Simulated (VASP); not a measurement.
Ni, 2 atoms in the cell. It takes space group Fm-3m (No. 225, cubic). The conventional cell has a = 3.552 Å, b = 3.552 Å, c = 3.552 Å, α = 90.00°, β = 90.00°, γ = 90.00°. Within 3.3 Å of Ni (site symmetry m-3m) lie 12 Ni at 2.51 Å. 

| Property | Result |
| --- | --- |
| Program | VASP 6.6.1 |
| Task | single point |
| Functional | PBE |
| Potentials or basis | VASP PAW PBE potentials, release 64 (Ni) |
| Cutoff | 520 eV |
| k mesh | 11 × 11 × 11 |
| Occupations | fermi-dirac, width 0.1 eV |
| Spin | collinear spin, ferromagnetic start |
| Starting moments | [2.0, 2.0] μB |
| Dipole correction | no |
| Further INCAR settings | ALGO = Normal; EDIFF = 1e-07; NBANDS = 21 |

Potentials or basis: VASP PAW PBE potentials, release 64 (Ni).

Command:

```console
$ cat potpaw_PBE.64/Ni/POTCAR > POTCAR
$ mpirun -np 1 vasp_std > vasp.out
```

Hardware: 1 thread of Intel(R) Xeon(R) Platinum 8488C (Sapphire Rapids), on a shared host.

How long does it take, and how much memory?

It took 2.5 min on 1 thread of Intel(R) Xeon(R) Platinum 8488C (Sapphire Rapids), with other jobs on the host, peak memory 0.26 GiB. Counts: scf iterations 15, k points 146.
